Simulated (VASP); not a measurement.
# CdS (Pmmn) in VASP: a series of runs

Runs on CdS. Level: PBE. Tasks: single point.

Everything below comes from runs of VASP 6.6.1. Logs are shortened: lines on timing, memory, paths and dates and some standing lists are left out, and cuts for length are marked.

**1. The cell of the first run**

The structure is orthorhombic, space group Pmmn (No. 59). Conventional cell: a = 4.022 Å, b = 5.606 Å, c = 3.961 Å, α = 90.00°, β = 90.00°, γ = 90.00°. Cd (site symmetry mm2) has 6 S at 2.59 to 3.08 Å within 3.4 Å. S (site symmetry mm2) has 6 Cd at 2.59 to 3.08 Å within 3.4 Å.

**2. Single point, PBE (strained)**

Input file INCAR:

```
PREC = Accurate ; ENCUT = 520
EDIFF = 1E-7 ; ISMEAR = 0
SIGMA = 0.05 ; LREAL = F
LASPH = T ; NELM = 100
ALGO = Normal ; ISIF = 2
LWAVE = F ; LCHARG = F
GGA = PE ; NBANDS = 26
```

Input file KPOINTS:

```
Automatic mesh
0
Gamma
  10 8 10
```

Input file POSCAR:

```
CdS
1.0
    4.0218214994      0.0000000000      0.0000000000
    0.0000000000      5.6060692027      0.0000000000
    0.0000000000      0.0000000000      3.9609804175
Cd S
2 2
Direct
    0.5000000000      0.5000000000      0.3337221231
    0.0000000000      0.0000000000      0.6662778769
    0.5000000000      0.0000000000      0.2558610189
    0.0000000000      0.5000000000      0.7441389811
```

Potentials or basis: VASP PAW PBE potentials, release 64 (Cd, S).

Run with:

```
> cat potpaw_PBE.64/Cd/POTCAR potpaw_PBE.64/S/POTCAR > POTCAR
> mpirun -np 1 vasp_std > vasp.out
```

OUTCAR:

```text
PREC = Accurate
   ENCUT = 520
   EDIFF = 1E-7
   ISMEAR = 0
   LREAL = F
   LASPH = T
   NELM = 100
   ISIF = 2
   GGA = PE

 ion  position               nearest neighbor table
   1  0.500  0.500  0.334-   4 2.59   4 2.59   3 2.82   3 2.82   4 3.08   4 3.08   2 3.69   2 3.69
                             2 3.69   2 3.69
   2  0.000  0.000  0.666-   3 2.59   3 2.59   4 2.82   4 2.82   3 3.08   3 3.08   1 3.69   1 3.69
                             1 3.69   1 3.69
   3  0.500  0.000  0.256-   2 2.59   2 2.59   1 2.82   1 2.82   2 3.08   2 3.08
   4  0.000  0.500  0.744-   1 2.59   1 2.59   2 2.82   2 2.82   1 3.08   1 3.08

  LATTYP: Found a simple orthorhombic cell.
 ALAT       =     3.9609804175
 B/A-ratio  =     1.0153601067
 C/A-ratio  =     1.4153236350

  Lattice vectors:

 A1 = (   0.0000000000,   0.0000000000,   3.9609804175)
 A2 = (   4.0218214994,   0.0000000000,   0.0000000000)
 A3 = (   0.0000000000,   5.6060692027,   0.0000000000)

Analysis of symmetry for initial positions (statically):
=====================================================================
 Subroutine PRICEL returns:
 Original cell was already a primitive cell.

 Routine SETGRP: Setting up the symmetry group for a
 simple orthorhombic supercell.

 Subroutine GETGRP returns: Found  8 space group operations
 (whereof  4 operations were pure point group operations)
 out of a pool of  8 trial point group operations.

The static configuration has the point symmetry C_2v.
 The point group associated with its full space group is D_2h.

Analysis of symmetry for dynamics (positions and initial velocities):
=====================================================================
 Subroutine PRICEL returns:
 Original cell was already a primitive cell.

 Routine SETGRP: Setting up the symmetry group for a
 simple orthorhombic supercell.

 Subroutine GETGRP returns: Found  8 space group operations
 (whereof  4 operations were pure point group operations)
 out of a pool of  8 trial point group operations.

The dynamic configuration has the point symmetry C_2v.
 The point group associated with its full space group is D_2h.

 Subroutine INISYM returns: Found  8 space group operations
 (whereof  4 operations are pure point group operations),
 and found     1 'primitive' translations

----------------------------------------------------------------------------------------

                                     Primitive cell

  volume of cell :      89.3067

  direct lattice vectors                    reciprocal lattice vectors
     4.021821499  0.000000000  0.000000000     0.248643556  0.000000000  0.000000000
     0.000000000  5.606069203  0.000000000     0.000000000  0.178378105  0.000000000
     0.000000000  0.000000000  3.960980418     0.000000000  0.000000000  0.252462748

  length of vectors
     4.021821499  5.606069203  3.960980418     0.248643556  0.178378105  0.252462748

  position of ions in fractional coordinates (direct lattice)
     0.500000000  0.500000000  0.333722123
     0.000000000  0.000000000  0.666277877
     0.500000000  0.000000000  0.255861019
     0.000000000  0.500000000  0.744138981

  ion indices of the primitive-cell ions
   primitive index   ion index
                 1           1
                 2           2
                 3           3
                 4           4

----------------------------------------------------------------------------------------

 KPOINTS: Automatic mesh

Automatic generation of k-mesh.
 Grid dimensions read from file:
 generate k-points for:   10    8   10

 Generating k-lattice:

  Cartesian coordinates                     Fractional coordinates (reciprocal lattice)
     0.024864356  0.000000000  0.000000000     0.100000000  0.000000000  0.000000000
     0.000000000  0.022297263  0.000000000     0.000000000  0.125000000  0.000000000
     0.000000000  0.000000000  0.025246275     0.000000000  0.000000000  0.100000000

  Length of vectors
     0.024864356  0.022297263  0.025246275

  Shift w.r.t. Gamma in fractional coordinates (k-lattice)
     0.000000000  0.000000000  0.000000000

 Subroutine IBZKPT returns following result:
 ===========================================

 Found    180 irreducible k-points:

 Following reciprocal coordinates:
            Coordinates               Weight
  0.000000  0.000000  0.000000      1.000000
  0.100000  0.000000  0.000000      2.000000
  0.200000  0.000000  0.000000      2.000000
  0.300000  0.000000  0.000000      2.000000
  0.400000  0.000000  0.000000      2.000000
  0.500000  0.000000  0.000000      1.000000
[... 16 lines left out ...]
  0.400000  0.375000  0.000000      4.000000
  0.500000  0.375000  0.000000      2.000000
 [... further k-points ...]
   k-points           NKPTS =    180   k-points in BZ     NKDIM =    180   number of bands    NBANDS=     26
   number of dos      NEDOS =    301   number of ions     NIONS =      4
   total plane-waves  NPLWV =  37800
   dimension x,y,z NGX =    30 NGY =   42 NGZ =   30
   dimension x,y,z NGXF=    60 NGYF=   84 NGZF=   60
   ions per type =               2   2
   NGX,Y,Z   is equivalent  to a cutoff of  12.40, 12.45, 12.59 a.u.
   NGXF,Y,Z  is equivalent  to a cutoff of  24.80, 24.91, 25.18 a.u.
 SYSTEM =  unknown system
   PREC   = accura    normal or accurate (medium, high low for compatibility)
   ISTART =      0    job   : 0-new  1-cont  2-samecut
   ICHARG =      2    charge: 1-file 2-atom 10-const
   ISPIN  =      1    spin polarized calculation?
   LNONCOLLINEAR =      F non collinear calculations
   LSORBIT =      F    spin-orbit coupling
   LASPH  =      T    aspherical Exc in radial PAW
   ENCUT  =  520.0 eV  38.22 Ry    6.18 a.u.   7.48 10.42  7.36*2*pi/ulx,y,z
   NELM   =    100;   NELMIN=  2; NELMDL= -5     # of ELM steps
   EDIFF  = 0.1E-06   stopping-criterion for ELM
   LREAL  =      F    real-space projection
   EDIFFG = 0.1E-05   stopping-criterion for IOM
   NSW    =      0    number of steps for IOM
   IBRION =     -1    ionic relax: 0-MD 1-quasi-New 2-CG
   NFREE  =      0    steps in history (QN), initial steepest desc. (CG)
   ISIF   =      2    stress and relaxation
   ISYM   =      2    0-nonsym 1-usesym 2-fastsym
   POTIM  = 0.5000    time-step for ionic-motion
   TEBEG  =    0.0;   TEEND  =   0.0 temperature during run
   PSTRESS=    0.0 pullay stress
   NELECT =      36.0000    total number of electrons
   NUPDOWN=      -1.0000    fix difference up-down
   EMIN   =  10.00;   EMAX   =-10.00  energy-range for DOS
   EFERMI =   0.00;   METHOD = LEGACY
   ISMEAR =     0;   SIGMA  =   0.05  broadening in eV -4-tet -1-fermi 0-gaus
   EFERMI_NEDOS =   21; number of points for ismear=-14 and -15
   IALGO  =     38    algorithm
   IMIX   =      4    mixing-type and parameters
     AMIX     =   0.40;   BMIX     =  1.00
     AMIX_MAG =   1.60;   BMIX_MAG =  1.00
  volume/ion in A,a.u.               =      22.33       150.67
  Fermi-wavevector in a.u.,A,eV,Ry     =   1.209338  2.285317 19.898497  1.462498
  Thomas-Fermi vector in A             =   2.344918
   LORBIT       =      0    0 simple, 1 ext, 2 COOP (PROOUT), +10 PAW based schemes
   GGA     = PE    functional components
   LHFCALC =     F    Hartree Fock is set to
   AEXX    =    0.0000 exact exchange contribution
   IVDW    =     0    specifies the selected vdW correction
   LEPSILON=     F    determine dielectric tensor
   LRPA    =     F    only Hartree local field effects (RPA)
 non-spin polarized calculation
 Gauss-broadening in eV      SIGMA  =   0.05
  energy-cutoff  :      520.00
  volume of cell :       89.31
 maximum number of plane-waves:      2437
 NGX is ok and might be reduce to    30
   NGX = 15   NGY = 21   NGZ = 15

 number of electron      35.9999997 magnetization

 Free energy of the ion-electron system (eV)
  ---------------------------------------------------
  ext. energy  EPLUGINS =         0.00000000
  ---------------------------------------------------
  free energy    TOTEN  =       -11.54003946 eV

  energy without entropy =      -11.54003946  energy(sigma->0) =      -11.54003946

 E-fermi :   2.3236     XC(G=0):  -9.9389

 val. band max:        2.0636344680   @ k =   0.0000   0.5000   0.5000
 cond. band min:       2.5637314521   @ k =   0.0000   0.0000   0.0000
 fundamental gap:      0.5000969841
 Fermi energy:         2.3236489944

 k-point     1 :       0.0000    0.0000    0.0000
  band No.  band energies     occupation
      1     -10.2322      2.00000
      2      -9.4982      2.00000
      3      -5.5326      2.00000
      4      -5.4823      2.00000
      5      -5.4719      2.00000
      6      -5.4396      2.00000
[... 18 lines left out ...]
     25      11.7123      0.00000
     26      12.3539      0.00000

 k-point     2 :       0.1000    0.0000    0.0000
  band No.  band energies     occupation
      1     -10.1871      2.00000
      2      -9.4818      2.00000
      3      -5.5277      2.00000
      4      -5.5115      2.00000
      5      -5.4815      2.00000
      6      -5.4443      2.00000
[... 18 lines left out ...]
     25      11.5711      0.00000
     26      12.0952      0.00000

 k-point     3 :       0.2000    0.0000    0.0000
  band No.  band energies     occupation
      1     -10.0600      2.00000
      2      -9.4430      2.00000
      3      -5.5663      2.00000
      4      -5.5284      2.00000
      5      -5.4629      2.00000
      6      -5.4555      2.00000
[... 18 lines left out ...]
     25      11.1432      0.00000
     26      11.2376      0.00000

 k-point     4 :       0.3000    0.0000    0.0000
  band No.  band energies     occupation
      1      -9.8763      2.00000
      2      -9.4110      2.00000
      3      -5.5964      2.00000
      4      -5.5292      2.00000
      5      -5.4657      2.00000
      6      -5.4343      2.00000
[... 18 lines left out ...]
     25      10.1096      0.00000
     26      10.4367      0.00000

 k-point     5 :       0.4000    0.0000    0.0000
  band No.  band energies     occupation
      1      -9.6779      2.00000
      2      -9.4251      2.00000
      3      -5.5765      2.00000
      4      -5.5111      2.00000
      5      -5.4663      2.00000
      6      -5.4343      2.00000
[... 18 lines left out ...]
     25       9.6117      0.00000
     26       9.7895      0.00000

 k-point     6 :       0.5000    0.0000    0.0000
  band No.  band energies     occupation
      1      -9.5150      2.00000
      2      -9.5150      2.00000
      3      -5.5115      2.00000
      4      -5.5115      2.00000
      5      -5.4530      2.00000
      6      -5.4530      2.00000
[... 427 lines left out ...]
 k-point    21 :       0.2000    0.3750    0.0000
  band No.  band energies     occupation
      1      -9.7936      2.00000
      2      -9.5439      2.00000
      3      -5.6137      2.00000
      4      -5.5790      2.00000
      5      -5.5399      2.00000
      6      -5.4535      2.00000
[... 18 lines left out ...]
     25      10.5851      0.00000
     26      10.6176      0.00000

 k-point    22 :       0.3000    0.3750    0.0000
  band No.  band energies     occupation
      1      -9.6440      2.00000
      2      -9.4546      2.00000
      3      -5.6384      2.00000
      4      -5.5972      2.00000
      5      -5.5696      2.00000
      6      -5.5054      2.00000
[... 18 lines left out ...]
     25       9.6877      0.00000
     26      10.0064      0.00000

 k-point    23 :       0.4000    0.3750    0.0000
  band No.  band energies     occupation
      1      -9.4979      2.00000
      2      -9.3945      2.00000
      3      -5.6371      2.00000
      4      -5.6096      2.00000
      5      -5.5733      2.00000
      6      -5.5224      2.00000
[... 18 lines left out ...]
     25       9.0606      0.00000
     26       9.5285      0.00000

 k-point    24 :       0.5000    0.3750    0.0000
  band No.  band energies     occupation
      1      -9.4051      2.00000
      2      -9.4051      2.00000
      3      -5.6255      2.00000
      4      -5.6255      2.00000
      5      -5.5248      2.00000
      6      -5.5248      2.00000
[... 18 lines left out ...]
     25       9.0544      0.00000
     26       9.0544      0.00000

 [... further k-points ...]
[... 5 lines left out ...]
  --------------------------------------------------------------------------------------
  -------------------------------------------------------------------------------------
  Total       -0.0956599     -1.7755344     -0.3300689      0.0000000      0.0000000      0.0000000
  in kB       -1.7161553    -31.8533945     -5.9214938      0.0000000      0.0000000      0.0000000
  external PRESSURE =     -13.1636812 kB  Pullay stress =       0.0000000 kB

 VOLUME and BASIS-vectors are now :
 -----------------------------------------------------------------------------
  energy-cutoff  :      520.00
  volume of cell :       89.31
      direct lattice vectors                 reciprocal lattice vectors
     4.021821499  0.000000000  0.000000000     0.248643556  0.000000000  0.000000000
     0.000000000  5.606069203  0.000000000     0.000000000  0.178378105  0.000000000
     0.000000000  0.000000000  3.960980418     0.000000000  0.000000000  0.252462748

 POSITION                                       TOTAL-FORCE (eV/Angst)
 -----------------------------------------------------------------------------------
      2.01091      2.80303      1.32187         0.000000      0.000000     -0.440261
      0.00000      0.00000      2.63911         0.000000      0.000000      0.440261
      2.01091      0.00000      1.01346         0.000000      0.000000     -0.362575
      0.00000      2.80303      2.94752         0.000000      0.000000      0.362575
 -----------------------------------------------------------------------------------
    total drift:                                0.000000      0.000000      0.000000

  FREE ENERGIE OF THE ION-ELECTRON SYSTEM (eV)
  ---------------------------------------------------
  free  energy   TOTEN  =       -11.5400394591 eV

  energy  without entropy=      -11.5400394591  energy(sigma->0) =      -11.54003946
```

Wall time 4.9 min (1 thread of AMD EPYC 7R13 (Zen 3), shared host); peak memory 0.4 GiB.

Results:

```yaml
Free_energy: -11.5400 eV
Pressure: -1.3 GPa
Largest_force: 0.440 eV/Å
Band_gap_on_the_k_mesh: 0.50 eV, indirect (least direct gap 0.94 eV)
```

Forces in eV/Å, atoms in the order of the input:
```
Cd   0.000  0.000 -0.440
Cd   0.000  0.000  0.440
S    0.000  0.000 -0.363
S    0.000  0.000  0.363
```

Stress tensor (GPa, compression positive):
```
-0.17  0.00  0.00
 0.00 -3.19  0.00
 0.00  0.00 -0.59
```

Caveat: the cell differs from its parent crystal (strained). A k mesh can miss the band edges.

(Part 1 of 2 ends here.)
